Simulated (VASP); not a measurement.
# Pb (P6_3/mmc) in VASP: notebook

Pb is run at these levels: PBE; tasks: electric field gradients.

Everything below comes from runs of VASP 6.6.1. Logs are shortened: lines on timing, memory, paths and dates and some standing lists are left out, and cuts for length are marked.

## 1. The cell of the first run

The structure is hexagonal, space group P6_3/mmc (No. 194). Conventional cell: a = 3.480 Å, b = 3.480 Å, c = 5.590 Å, α = 90.00°, β = 90.00°, γ = 120.00°. Pb (site symmetry -6m2) has 12 Pb at 3.44 to 3.48 Å within 4.5 Å.

This isn't the form of Pb at room conditions, which is fcc.

## 2. Electric field gradients, PBE

INCAR reads:

```
SYSTEM = Pb
PREC = Accurate ; ENCUT = 520
EDIFF = 1E-8 ; ISMEAR = -1
SIGMA = 0.08 ; LREAL = .FALSE.
LASPH = .TRUE. ; NELM = 80
ALGO = Normal ; ISIF = 2
LWAVE = .FALSE. ; LCHARG = .FALSE.
GGA = PE ; LEFG = .TRUE.
NBANDS = 21
```

KPOINTS reads:

```
Automatic mesh
0
G
  14 14 8
  0 0 0
```

POSCAR reads:

```
Pb
1.0
    3.4800006906      0.0000000000      0.0000000000
   -1.7400003453      3.0137690032      0.0000000000
    0.0000000000      0.0000000000      5.5900000000
Pb
2
Direct
    0.3333333333      0.6666666667      0.2500000000
    0.6666666667      0.3333333333      0.7500000000
```

Potentials or basis: VASP PAW PBE potentials, release 64 (Pb_d).

Run with:

```bash
> cat potpaw_PBE.64/Pb_d/POTCAR > POTCAR
> mpirun -np 1 vasp_std > vasp.out
```

OUTCAR:

```text
SYSTEM = Pb
   PREC = Accurate
   ENCUT = 520
   EDIFF = 1E-8
   ISMEAR = -1
   LREAL = .FALSE.
   LASPH = .TRUE.
   NELM = 80
   ISIF = 2
   GGA = PE

 ion  position               nearest neighbor table
   1  0.333  0.667  0.250-   2 3.44   2 3.44   2 3.44   2 3.44   2 3.44   2 3.44
   2  0.667  0.333  0.750-   1 3.44   1 3.44   1 3.44   1 3.44   1 3.44   1 3.44

  LATTYP: Found a hexagonal cell.
 ALAT       =     3.4800006906
 C/A-ratio  =     1.6063215203

  Lattice vectors:

 A1 = (   3.4800006906,   0.0000000000,   0.0000000000)
 A2 = (  -1.7400003453,   3.0137690032,   0.0000000000)
 A3 = (   0.0000000000,   0.0000000000,   5.5900000000)

Analysis of symmetry for initial positions (statically):
=====================================================================
 Subroutine PRICEL returns:
 Original cell was already a primitive cell.

 Routine SETGRP: Setting up the symmetry group for a
 hexagonal supercell.

 Subroutine GETGRP returns: Found 24 space group operations
 (whereof 12 operations were pure point group operations)
 out of a pool of 24 trial point group operations.

The static configuration has the point symmetry D_3d.
 The point group associated with its full space group is D_6h.

Analysis of symmetry for dynamics (positions and initial velocities):
=====================================================================
 Subroutine PRICEL returns:
 Original cell was already a primitive cell.

 Routine SETGRP: Setting up the symmetry group for a
 hexagonal supercell.

 Subroutine GETGRP returns: Found 24 space group operations
 (whereof 12 operations were pure point group operations)
 out of a pool of 24 trial point group operations.

The dynamic configuration has the point symmetry D_3d.
 The point group associated with its full space group is D_6h.

 Subroutine INISYM returns: Found 24 space group operations
 (whereof 12 operations are pure point group operations),
 and found     1 'primitive' translations

----------------------------------------------------------------------------------------

                                     Primitive cell

  volume of cell :      58.6275

  direct lattice vectors                    reciprocal lattice vectors
     3.480000691  0.000000000  0.000000000     0.287356265  0.165905217  0.000000000
    -1.740000345  3.013769003  0.000000000     0.000000000  0.331810434  0.000000000
     0.000000000  0.000000000  5.590000000     0.000000000  0.000000000  0.178890877

  length of vectors
     3.480000691  3.480000691  5.590000000     0.331810434  0.331810434  0.178890877

  position of ions in fractional coordinates (direct lattice)
     0.333333333  0.666666667  0.250000000
     0.666666667  0.333333333  0.750000000

  ion indices of the primitive-cell ions
   primitive index   ion index
                 1           1
                 2           2

----------------------------------------------------------------------------------------

 KPOINTS: Automatic mesh

Automatic generation of k-mesh.
 Grid dimensions read from file:
 generate k-points for:   14   14    8

 Generating k-lattice:

  Cartesian coordinates                     Fractional coordinates (reciprocal lattice)
     0.020525447  0.011850373  0.000000000     0.071428571 -0.000000000  0.000000000
     0.000000000  0.023700745  0.000000000     0.000000000  0.071428571  0.000000000
     0.000000000  0.000000000  0.022361360     0.000000000  0.000000000  0.125000000

  Length of vectors
     0.023700745  0.023700745  0.022361360

  Shift w.r.t. Gamma in fractional coordinates (k-lattice)
     0.000000000  0.000000000  0.000000000

 Subroutine IBZKPT returns following result:
 ===========================================

 Found    120 irreducible k-points:

 Following reciprocal coordinates:
            Coordinates               Weight
  0.000000  0.000000  0.000000      1.000000
  0.071429  0.000000  0.000000      6.000000
  0.142857  0.000000  0.000000      6.000000
  0.214286  0.000000  0.000000      6.000000
  0.285714  0.000000  0.000000      6.000000
  0.357143  0.000000  0.000000      6.000000
[... 16 lines left out ...]
  0.285714  0.285714  0.000000      6.000000
  0.357143  0.285714  0.000000      6.000000
 [... further k-points ...]
   k-points           NKPTS =    120   k-points in BZ     NKDIM =    120   number of bands    NBANDS=     21
   number of dos      NEDOS =    301   number of ions     NIONS =      2
   total plane-waves  NPLWV =  32928
   dimension x,y,z NGX =    28 NGY =   28 NGZ =   42
   dimension x,y,z NGXF=    56 NGYF=   56 NGZF=   84
   ions per type =               2
   NGX,Y,Z   is equivalent  to a cutoff of  13.38, 13.38, 12.49 a.u.
   NGXF,Y,Z  is equivalent  to a cutoff of  26.75, 26.75, 24.98 a.u.
 SYSTEM =  Pb
   PREC   = accura    normal or accurate (medium, high low for compatibility)
   ISTART =      0    job   : 0-new  1-cont  2-samecut
   ICHARG =      2    charge: 1-file 2-atom 10-const
   ISPIN  =      1    spin polarized calculation?
   LNONCOLLINEAR =      F non collinear calculations
   LSORBIT =      F    spin-orbit coupling
   LASPH  =      T    aspherical Exc in radial PAW
   ENCUT  =  520.0 eV  38.22 Ry    6.18 a.u.   6.47  6.47 10.39*2*pi/ulx,y,z
   NELM   =     80;   NELMIN=  2; NELMDL= -5     # of ELM steps
   EDIFF  = 0.1E-07   stopping-criterion for ELM
   LREAL  =      F    real-space projection
   EDIFFG = 0.1E-06   stopping-criterion for IOM
   NSW    =      0    number of steps for IOM
   IBRION =     -1    ionic relax: 0-MD 1-quasi-New 2-CG
   NFREE  =      0    steps in history (QN), initial steepest desc. (CG)
   ISIF   =      2    stress and relaxation
   ISYM   =      2    0-nonsym 1-usesym 2-fastsym
   POTIM  = 0.5000    time-step for ionic-motion
   TEBEG  =    0.0;   TEEND  =   0.0 temperature during run
   PSTRESS=    0.0 pullay stress
   NELECT =      28.0000    total number of electrons
   NUPDOWN=      -1.0000    fix difference up-down
   EMIN   =  10.00;   EMAX   =-10.00  energy-range for DOS
   EFERMI =   0.00;   METHOD = LEGACY
   ISMEAR =    -1;   SIGMA  =   0.08  broadening in eV -4-tet -1-fermi 0-gaus
   EFERMI_NEDOS =   21; number of points for ismear=-14 and -15
   IALGO  =     38    algorithm
   IMIX   =      4    mixing-type and parameters
     AMIX     =   0.40;   BMIX     =  1.00
     AMIX_MAG =   1.60;   BMIX_MAG =  1.00
  volume/ion in A,a.u.               =      29.31       197.82
  Fermi-wavevector in a.u.,A,eV,Ry     =   1.279658  2.418202 22.279864  1.637524
  Thomas-Fermi vector in A             =   2.412130
   LORBIT       =      0    0 simple, 1 ext, 2 COOP (PROOUT), +10 PAW based schemes
   GGA     = PE    functional components
   LHFCALC =     F    Hartree Fock is set to
   AEXX    =    0.0000 exact exchange contribution
   IVDW    =     0    specifies the selected vdW correction
   LEPSILON=     F    determine dielectric tensor
   LRPA    =     F    only Hartree local field effects (RPA)
 non-spin polarized calculation
  energy-cutoff  :      520.00
  volume of cell :       58.63
 maximum number of plane-waves:      1617
 NGX is ok and might be reduce to    28
   NGX = 13   NGY = 13   NGZ = 21

 number of electron      28.0000005 magnetization

 Free energy of the ion-electron system (eV)
  ---------------------------------------------------
  ext. energy  EPLUGINS =         0.00000000
  ---------------------------------------------------
  free energy    TOTEN  =        -7.04494784 eV

  energy without entropy =       -7.02036216  energy(sigma->0) =       -7.03265500

 E-fermi :   7.6347     XC(G=0): -10.3504

 val. band max:        7.6237835729   @ k =   0.2143   0.0714   0.1250
 cond. band min:       7.6387411637   @ k =   0.3571   0.2143   0.0000
 fundamental gap:      0.0149575908
 Fermi energy:         7.6347085277

 k-point     1 :       0.0000    0.0000    0.0000
  band No.  band energies     occupation
      1      -9.4736      2.00000
      2      -9.4253      2.00000
      3      -9.4133      2.00000
      4      -9.4133      2.00000
      5      -9.3884      2.00000
      6      -9.3884      2.00000
[... 13 lines left out ...]
     20      16.6966      0.00000
     21      19.1774      0.00000

 k-point     2 :       0.0714    0.0000    0.0000
  band No.  band energies     occupation
      1      -9.4698      2.00000
      2      -9.4354      2.00000
      3      -9.4005      2.00000
      4      -9.3978      2.00000
      5      -9.3855      2.00000
      6      -9.3761      2.00000
[... 13 lines left out ...]
     20      17.1335      0.00000
     21      18.7378      0.00000

 k-point     3 :       0.1429    0.0000    0.0000
  band No.  band energies     occupation
      1      -9.4811      2.00000
      2      -9.4290      2.00000
      3      -9.3885      2.00000
      4      -9.3696      2.00000
      5      -9.3649      2.00000
      6      -9.3647      2.00000
[... 13 lines left out ...]
     20      18.0216      0.00000
     21      18.1513      0.00000

 k-point     4 :       0.2143    0.0000    0.0000
  band No.  band energies     occupation
      1      -9.5110      2.00000
      2      -9.4156      2.00000
      3      -9.3976      2.00000
      4      -9.3837      2.00000
      5      -9.3767      2.00000
      6      -9.3128      2.00000
[... 13 lines left out ...]
     20      17.3836      0.00000
     21      18.5036      0.00000

 k-point     5 :       0.2857    0.0000    0.0000
  band No.  band energies     occupation
      1      -9.5435      2.00000
      2      -9.4315      2.00000
      3      -9.4214      2.00000
      4      -9.4033      2.00000
      5      -9.3462      2.00000
      6      -9.2550      2.00000
[... 13 lines left out ...]
     20      16.7946      0.00000
     21      18.3407      0.00000
[... 382 lines left out ...]
     20      18.1594      0.00000
     21      20.3272      0.00000

 k-point    22 :       0.3571    0.2143    0.0000
  band No.  band energies     occupation
      1      -9.5279      2.00000
      2      -9.4796      2.00000
      3      -9.3924      2.00000
      4      -9.3776      2.00000
      5      -9.3164      2.00000
      6      -9.2867      2.00000
[... 13 lines left out ...]
     20      18.0359      0.00000
     21      21.8025      0.00000

 k-point    23 :       0.2857    0.2857    0.0000
  band No.  band energies     occupation
      1      -9.5319      2.00000
      2      -9.4149      2.00000
      3      -9.4095      2.00000
      4      -9.3824      2.00000
      5      -9.3233      2.00000
      6      -9.2710      2.00000
[... 13 lines left out ...]
     20      20.0562      0.00000
     21      20.1989      0.00000

 k-point    24 :       0.3571    0.2857    0.0000
  band No.  band energies     occupation
      1      -9.5389      2.00000
      2      -9.4139      2.00000
      3      -9.3709      2.00000
      4      -9.3692      2.00000
      5      -9.3389      2.00000
      6      -9.3037      2.00000
[... 13 lines left out ...]
     20      20.0612      0.00000
     21      22.0715      0.00000

 [... further k-points ...]
[... 5 lines left out ...]
  --------------------------------------------------------------------------------------
  -------------------------------------------------------------------------------------
  Total        1.2299431      1.2299431      1.9290584      0.0000000      0.0000000      0.0000000
  in kB       33.6120104     33.6120104     52.7175059      0.0000000      0.0000000      0.0000000
  external PRESSURE =      39.9805089 kB  Pullay stress =       0.0000000 kB

 VOLUME and BASIS-vectors are now :
 -----------------------------------------------------------------------------
  energy-cutoff  :      520.00
  volume of cell :       58.63
      direct lattice vectors                 reciprocal lattice vectors
     3.480000691  0.000000000  0.000000000     0.287356265  0.165905217  0.000000000
    -1.740000345  3.013769003  0.000000000     0.000000000  0.331810434  0.000000000
     0.000000000  0.000000000  5.590000000     0.000000000  0.000000000  0.178890877

 POSITION                                       TOTAL-FORCE (eV/Angst)
 -----------------------------------------------------------------------------------
     -0.00000      2.00918      1.39750         0.000000      0.000000      0.000000
      1.74000      1.00459      4.19250         0.000000     -0.000000      0.000000
 -----------------------------------------------------------------------------------
    total drift:                               -0.000000      0.000000      0.000000

  FREE ENERGIE OF THE ION-ELECTRON SYSTEM (eV)
  ---------------------------------------------------
  free  energy   TOTEN  =        -7.0449478390 eV

  energy  without entropy=       -7.0203621627  energy(sigma->0) =       -7.03265500

 Electric field gradients (V/A^2)
---------------------------------------------------------------------
 ion       V_xx      V_yy      V_zz      V_xy      V_xz      V_yz
---------------------------------------------------------------------
   1      25.278    25.278   -50.556    -0.000     0.000    -0.000
   2      25.278    25.278   -50.556    -0.000    -0.000     0.000
---------------------------------------------------------------------

 Electric field gradients after diagonalization (V/A^2)
 (convention: |V_zz| > |V_xx| > |V_yy|)
----------------------------------------------------------------------
 ion       V_xx      V_yy      V_zz     asymmetry (V_yy - V_xx)/ V_zz
----------------------------------------------------------------------
   1      25.278    25.278   -50.556       0.000
   2      25.278    25.278   -50.556       0.000
----------------------------------------------------------------------

           NMR quadrupolar parameters

 Cq : quadrupolar parameter    Cq=e*Q*V_zz/h
 eta: asymmetry parameters     (V_yy - V_xx)/ V_zz
 Q  : nuclear electric quadrupole moment in mb (millibarn)
----------------------------------------------------------------------
 ion       Cq(MHz)       eta       Q (mb)
----------------------------------------------------------------------
   1      -0.122       0.000       1.000
   2      -0.122       0.000       1.000
----------------------------------------------------------------------
```

Wall time 3.6 min (1 thread of Intel Xeon Platinum 8259CL at 2.50GHz (Skylake/Cascade Lake), shared host); peak memory 0.25 GiB.

Results:

```
Free energy                             : -7.0449 eV
Pressure                                : 4.0 GPa
Band gap on the k mesh                  : zero (bands 14 and 15 overlap by 7.43 eV)
Largest electric field gradient by atom : Pb -50.6 V/Å²
```

Electric field gradients, principal values (V/Å²):
| atom | least | middle | greatest (by size) |
| --- | --- | --- | --- |
| 1 Pb | 25.278 | 25.278 | -50.556 |
| 2 Pb | 25.278 | 25.278 | -50.556 |

Caveat: the cell stands under pressure; without QUAD_EFG the Cq values of the log hold for a quadrupole moment of 1 mb, not for the nuclei; spin-orbit coupling is left out, which moves the levels of the heavy elements.

(Part 1 of 2 ends here.)

The gap in the log of VASP goes by the Fermi energy; the results here count the filled bands.